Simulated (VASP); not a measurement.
# SnSe (Fmmm) in VASP: single point with r2SCAN

Aim: the single point of SnSe with r2SCAN.

All numbers are computed with VASP 6.6.1; they aren't measurements. Logs are shortened: lines on timing, memory, paths and dates and some standing lists are left out, and cuts for length are marked.

### 1 The cell of the first run

It takes space group Fmmm (No. 69, orthorhombic). The conventional cell has a = 5.779 Å, b = 6.020 Å, c = 6.261 Å, α = 90.00°, β = 90.00°, γ = 90.00°. Within 3.8 Å of Sn (site symmetry mmm) lie 6 Se at 2.89 to 3.13 Å. Se (site symmetry mmm) has 6 Sn at 2.89 to 3.13 Å within 3.8 Å.

### 2 Single point, r2SCAN (strain -0.0400 x Voigt [1, -1, 0, 0, 0, 0])

POSCAR

```
SnSe
1.0
    0.0000000000      3.1304000000      3.0100000000
    2.8896000000      0.0000000000      3.0100000000
    2.8896000000      3.1304000000      0.0000000000
Sn Se
1 1
Direct
    0.0000000000      0.0000000000      0.0000000000
    0.5000000000      0.5000000000      0.5000000000
```

INCAR.step1

```
PREC     = Accurate       # precision mode
ENCUT    = 520            # plane-wave cutoff, eV
ISMEAR   = 0              # smearing method
SIGMA    = 0.05           # smearing width, eV
LREAL    = False          # projectors in reciprocal space
LASPH    = True           # aspherical terms in the spheres
NELM     = 80             # most SCF steps
NBANDS   = 17             # bands
GGA      = PE             # functional
ALGO     = Normal         # electronic algorithm
EDIFF    = 1E-4           # SCF threshold, eV
LWAVE    = True           # write WAVECAR
LCHARG   = False          # write CHGCAR
```

INCAR.step2

```
PREC     = Accurate       # precision mode
ENCUT    = 520            # plane-wave cutoff, eV
EDIFF    = 1E-6           # SCF threshold, eV
ISMEAR   = 0              # smearing method
SIGMA    = 0.05           # smearing width, eV
LREAL    = False          # projectors in reciprocal space
LASPH    = True           # aspherical terms in the spheres
NELM     = 80             # most SCF steps
ALGO     = Normal         # electronic algorithm
ISIF     = 2              # what is computed and relaxed
LWAVE    = False          # write WAVECAR
LCHARG   = True           # write CHGCAR
METAGGA  = R2SCAN         # meta-GGA
LMIXTAU  = True         
LELF     = True           # ELF
LVHAR    = True         
NBANDS   = 17             # bands
ISTART   = 1
```

KPOINTS

```
regular mesh
0
Gamma
  10 10 10
```

Potentials or basis: VASP PAW PBE potentials, release 64 (Sn_d, Se).

Command:

```console
$ cat potpaw_PBE.64/Sn_d/POTCAR potpaw_PBE.64/Se/POTCAR > POTCAR
$ cp INCAR.step1 INCAR
$ mpirun -np 1 vasp_std > vasp.out
$ cp INCAR.step2 INCAR
$ mpirun -np 1 vasp_std > vasp.out
```

OUTCAR:

```text
PREC = Accurate
   ENCUT = 520
   EDIFF = 1E-6
   ISMEAR = 0
   LREAL = False
   LASPH = True
   NELM = 80
   ISIF = 2
   METAGGA = R2SCAN
   ISTART = 1

 ion  position               nearest neighbor table
   1  0.000  0.000  0.000-   2 2.89   2 2.89   2 3.01   2 3.01   2 3.13   2 3.13
   2  0.500  0.500  0.500-   1 2.89   1 2.89   1 3.01   1 3.01   1 3.13   1 3.13

  LATTYP: Found a face centered orthorhombic cell.
 ALAT       =     5.7792000000
 B/A-ratio  =     1.0416666667
 C/A-ratio  =     1.0833333333

  Lattice vectors:

 A1 = (   0.0000000000,   3.1304000000,  -3.0100000000)
 A2 = (   2.8896000000,   3.1304000000,   0.0000000000)
 A3 = (   2.8896000000,   0.0000000000,  -3.0100000000)

Analysis of symmetry for initial positions (statically):
=====================================================================
 Subroutine PRICEL returns:
 Original cell was already a primitive cell.

 Routine SETGRP: Setting up the symmetry group for a
 face centered orthorhombic supercell.

 Subroutine GETGRP returns: Found  8 space group operations
 (whereof  8 operations were pure point group operations)
 out of a pool of  8 trial point group operations.

The static configuration has the point symmetry D_2h.

Analysis of symmetry for dynamics (positions and initial velocities):
=====================================================================
 Subroutine PRICEL returns:
 Original cell was already a primitive cell.

 Routine SETGRP: Setting up the symmetry group for a
 face centered orthorhombic supercell.

 Subroutine GETGRP returns: Found  8 space group operations
 (whereof  8 operations were pure point group operations)
 out of a pool of  8 trial point group operations.

The dynamic configuration has the point symmetry D_2h.

 Subroutine INISYM returns: Found  8 space group operations
 (whereof  8 operations are pure point group operations),
 and found     1 'primitive' translations

----------------------------------------------------------------------------------------

                                     Primitive cell

  volume of cell :      54.4545

  direct lattice vectors                    reciprocal lattice vectors
     0.000000000  3.130400000  3.010000000    -0.173034330  0.159723997  0.166112957
     2.889600000  0.000000000  3.010000000     0.173034330 -0.159723997  0.166112957
     2.889600000  3.130400000  0.000000000     0.173034330  0.159723997 -0.166112957

  length of vectors
     4.342753062  4.172515807  4.260186888     0.288177287  0.288177287  0.288177287

  position of ions in fractional coordinates (direct lattice)
[... 79 lines left out ...]
   EDIFF  = 0.1E-05   stopping-criterion for ELM
   LREAL  =      F    real-space projection
   EDIFFG = 0.1E-04   stopping-criterion for IOM
   NSW    =      0    number of steps for IOM
   IBRION =     -1    ionic relax: 0-MD 1-quasi-New 2-CG
   NFREE  =      0    steps in history (QN), initial steepest desc. (CG)
   ISIF   =      2    stress and relaxation
   ISYM   =      2    0-nonsym 1-usesym 2-fastsym
   POTIM  = 0.5000    time-step for ionic-motion
   TEBEG  =    0.0;   TEEND  =   0.0 temperature during run
   PSTRESS=    0.0 pullay stress
   NELECT =      20.0000    total number of electrons
   NUPDOWN=      -1.0000    fix difference up-down
   EMIN   =  10.00;   EMAX   =-10.00  energy-range for DOS
   EFERMI =   0.00;   METHOD = LEGACY
   ISMEAR =     0;   SIGMA  =   0.05  broadening in eV -4-tet -1-fermi 0-gaus
   EFERMI_NEDOS =   21; number of points for ismear=-14 and -15
   IALGO  =     38    algorithm
   IMIX   =      4    mixing-type and parameters
     AMIX     =   0.40;   BMIX     =  1.00
     AMIX_MAG =   1.60;   BMIX_MAG =  1.00
  volume/ion in A,a.u.               =      27.23       183.74
  Fermi-wavevector in a.u.,A,eV,Ry     =   1.172394  2.215503 18.701303  1.374507
  Thomas-Fermi vector in A             =   2.308823
   LORBIT       =      0    0 simple, 1 ext, 2 COOP (PROOUT), +10 PAW based schemes
   METAGGA = R2SCAN    functional components
   LHFCALC =     F    Hartree Fock is set to
   AEXX    =    0.0000 exact exchange contribution
   IVDW    =     0    specifies the selected vdW correction
   LEPSILON=     F    determine dielectric tensor
   LRPA    =     F    only Hartree local field effects (RPA)
 non-spin polarized calculation
 Gauss-broadening in eV      SIGMA  =   0.05
  energy-cutoff  :      520.00
  volume of cell :       54.45
 maximum number of plane-waves:      1486
   NGX = 17   NGY = 15   NGZ = 15

 number of electron      20.0000007 magnetization

 Free energy of the ion-electron system (eV)
  ---------------------------------------------------
  ext. energy  EPLUGINS =         0.00000000
  ---------------------------------------------------
  free energy    TOTEN  =       -39.80678347 eV

  energy without entropy =      -39.80678347  energy(sigma->0) =      -39.80678347

 E-fermi :   5.9028     XC(G=0): -10.1879

 val. band max:        5.6902108111   @ k =  -0.4000  -0.0000   0.1000
 cond. band min:       6.1287711026   @ k =  -0.4000   0.1000  -0.0000
 fundamental gap:      0.4385602916
 Fermi energy:         5.9028026236

 k-point     1 :       0.0000    0.0000    0.0000
  band No.  band energies     occupation
      1     -16.8346      2.00000
      2     -16.8269      2.00000
      3     -16.8148      2.00000
      4     -16.8044      2.00000
      5     -16.8025      2.00000
      6      -9.0282      2.00000
[... 457 lines left out ...]
      4     -16.8142      2.00000
      5     -16.7834      2.00000
      6      -8.0404      2.00000
[... 9 lines left out ...]
     16      16.9008      0.00000
     17      17.3782      0.00000

 [... further k-points ...]

------------------------ aborting loop because EDIFF is reached ----------------------------------------

  FORCE on cell =-STRESS in cart. coord.  units (eV):
  Direction    XX          YY          ZZ          XY          YZ          ZX
  --------------------------------------------------------------------------------------
  -------------------------------------------------------------------------------------
  Total        2.0934151     -1.3091152     -0.0134331      0.0000000      0.0000000      0.0000000
  in kB       61.5930746    -38.5171721     -0.3952326      0.0000000      0.0000000      0.0000000
  external PRESSURE =       7.5602233 kB  Pullay stress =       0.0000000 kB

 VOLUME and BASIS-vectors are now :
 -----------------------------------------------------------------------------
  energy-cutoff  :      520.00
  volume of cell :       54.45
      direct lattice vectors                 reciprocal lattice vectors
     0.000000000  3.130400000  3.010000000    -0.173034330  0.159723997  0.166112957
     2.889600000  0.000000000  3.010000000     0.173034330 -0.159723997  0.166112957
     2.889600000  3.130400000  0.000000000     0.173034330  0.159723997 -0.166112957

 POSITION                                       TOTAL-FORCE (eV/Angst)
 -----------------------------------------------------------------------------------
      0.00000      0.00000      0.00000        -0.000000      0.000000     -0.000000
      2.88960      3.13040      3.01000         0.000000     -0.000000      0.000000
 -----------------------------------------------------------------------------------
    total drift:                                0.000000     -0.000000     -0.000000

  FREE ENERGIE OF THE ION-ELECTRON SYSTEM (eV)
  ---------------------------------------------------
  free  energy   TOTEN  =       -39.8067834675 eV

  energy  without entropy=      -39.8067834675  energy(sigma->0) =      -39.80678347
```

OUTCAR.step1:

```text
PREC = Accurate
   ENCUT = 520
   ISMEAR = 0
   LREAL = False
   LASPH = True
[... 703 lines left out ...]
      0.00000      0.00000      0.00000        -0.000000     -0.000000      0.000000
      2.88960      3.13040      3.01000         0.000000      0.000000      0.000000
 -----------------------------------------------------------------------------------
    total drift:                                0.000000     -0.000000     -0.000000

  FREE ENERGIE OF THE ION-ELECTRON SYSTEM (eV)
  ---------------------------------------------------
  free  energy   TOTEN  =        -8.1452534249 eV

  energy  without entropy=       -8.1452534015  energy(sigma->0) =       -8.14525341
```

Wall time 2.9 min (1 thread of Intel Xeon 6975P-C (Granite Rapids), shared host); peak memory 0.3 GiB.

Results:

| Property | Result |
| --- | --- |
| Free energy | -39.8068 eV |
| Pressure | 0.8 GPa |
| Band gap on the k mesh | 0.44 eV (least direct gap 0.53 eV) |

Levels at points of the mesh, in eV from the valence-band top:
```csv
k point,band 6,band 7,band 8,band 9,band 10,band 11,band 12,band 13,band 14,band 15
"(0.00, 0.00, 0.00)",-14.72,-5.17,-3.03,-2.58,-2.24,3.50,4.37,5.49,5.81,6.10
"(0.50, 0.00, 0.00)",-13.74,-8.58,-2.41,-2.29,-0.01,0.59,1.03,1.41,8.59,10.14
"(0.50, 0.50, 0.00)",-13.43,-6.30,-5.94,-4.54,-3.61,3.18,4.52,6.21,6.60,10.17
"(0.50, 0.00, 0.50)",-13.60,-6.10,-5.84,-4.24,-3.75,3.29,5.20,5.66,6.33,10.54
"(0.00, 0.50, 0.50)",-13.29,-6.46,-6.03,-4.39,-3.95,3.01,4.84,5.80,6.81,10.53
```

Caveat: the cell differs from its parent crystal (strain -0.0400 x Voigt [1, -1, 0, 0, 0, 0]); the stress differs along the axes, from -4 to 6 GPa; semilocal functionals underestimate gaps, and a narrow one can read as zero; the PAW data sets were made with another functional, which shifts forces and pressure a little; spin-orbit coupling is left out, which moves the levels of the heavy elements.
